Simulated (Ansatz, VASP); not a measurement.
**SiC in VASP and in Ansatz**

File POSCAR:

```
SiC
1.0
    3.0775550330      0.0000000000      0.0000000000
   -1.5387775165      2.6652408402      0.0000000000
    0.0000000000      0.0000000000     10.0767227861
Si C
4 4
Direct
    0.0000000000      0.0000000000     -0.0001405667
    0.3333333333      0.6666666667      0.2499083817
    0.0000000000      0.0000000000      0.4998594333
    0.6666666667      0.3333333333      0.7499083817
    0.0000000000      0.0000000000      0.1872833963
    0.3333333333      0.6666666667      0.4379487887
    0.0000000000      0.0000000000      0.6872833963
    0.6666666667      0.3333333333      0.9379487887
```

Contents of INCAR.step1:

```
ALGO = Normal ; EDIFF = 1E-5
ENCUT = 520 ; GGA = PE
ISIF = 2 ; ISMEAR = 0
LASPH = True ; LCHARG = False
LREAL = False ; LWAVE = True
NBANDS = 26 ; NELM = 60
PREC = Accurate ; SIGMA = 0.01
```

INCAR.step2

```
AEXX = 0.25 ; ALGO = Normal
EDIFF = 1E-7 ; ENCUT = 520
GGA = PE ; ISIF = 2
ISMEAR = 0 ; ISTART = 1
LASPH = True ; LCHARG = False
LHFCALC = True ; LREAL = False
LWAVE = False ; NBANDS = 26
NELM = 60 ; PREC = Accurate
PRECFOCK = Fast ; SIGMA = 0.01
```

The input KPOINTS:

```
k-points
0
Gamma
  6 6 2
```

Input for Ansatz:

```yaml
crystal:
  lattice:
    - [3.077555033, 0.0, 0.0]
    - [-1.5387775165, 2.6652408402, 0.0]
    - [0.0, 0.0, 10.0767227861]
  atoms:
    - { symbol: Si, position: [0.0, 0.0, -0.0001405667] }
    - { symbol: Si, position: [0.3333333333, 0.6666666667, 0.2499083817] }
    - { symbol: Si, position: [0.0, 0.0, 0.4998594333] }
    - { symbol: Si, position: [0.6666666667, 0.3333333333, 0.7499083817] }
    - { symbol: C, position: [0.0, 0.0, 0.1872833963] }
    - { symbol: C, position: [0.3333333333, 0.6666666667, 0.4379487887] }
    - { symbol: C, position: [0.0, 0.0, 0.6872833963] }
    - { symbol: C, position: [0.6666666667, 0.3333333333, 0.9379487887] }
kpoints:
  mp_grid: { grid: [6, 6, 2] }
  band_path:
    path:
      - [0.0, 0.0, 0.0]
      - [0.5, 0.0, 0.0]
      - [0.3333333333, 0.3333333333, 0.0]
      - [0.0, 0.0, 0.5]
      - [0.5, 0.0, 0.5]
      - [0.3333333333, 0.3333333333, 0.5]
      - [0.0, 0.5, 0.0]
    npoints: 1
hamiltonian:
  xc: pbe0
scf:
  occupations: { method: fixed }
  n_extra_bands: 6
output:
  forces: true
  stress: true
  eigenvalues: true
```

Alike in both runs: task single point; functional PBE0; k mesh 6 × 6 × 2; no spin polarisation.

|  | VASP | Ansatz |
| --- | --- | --- |
| version | VASP 6.6.1 | Ansatz 0.2.0 |
| potentials or method | VASP PAW PBE potentials, release 64 (Si, C) | plane waves, PAW |
| plane-wave cutoff (eV) | 520 | 420 |
| occupations | gaussian, width 0.01 eV | fixed |
| valence electrons in the cell | 32 | 32 |

|  | VASP | Ansatz | Ansatz less VASP |
| --- | --- | --- | --- |
| gap on the k mesh at the Fermi level (eV) | 3.89 | 3.87 | -0.023 |
| pressure (GPa) | -1.7 | -1.3 | +0.40 |
| traceless stress, the component that is largest in VASP (GPa) | -0.20 | -0.22 | -0.013 |
| rms of the force components (eV/Å) | 0.006 | 0.007 | +0.0006 |

Atom by atom the forces differ by 0.001 eV/Å (rms over components). Ansatz's warnings: stress exchange threshold loose, stress scf threshold loose.
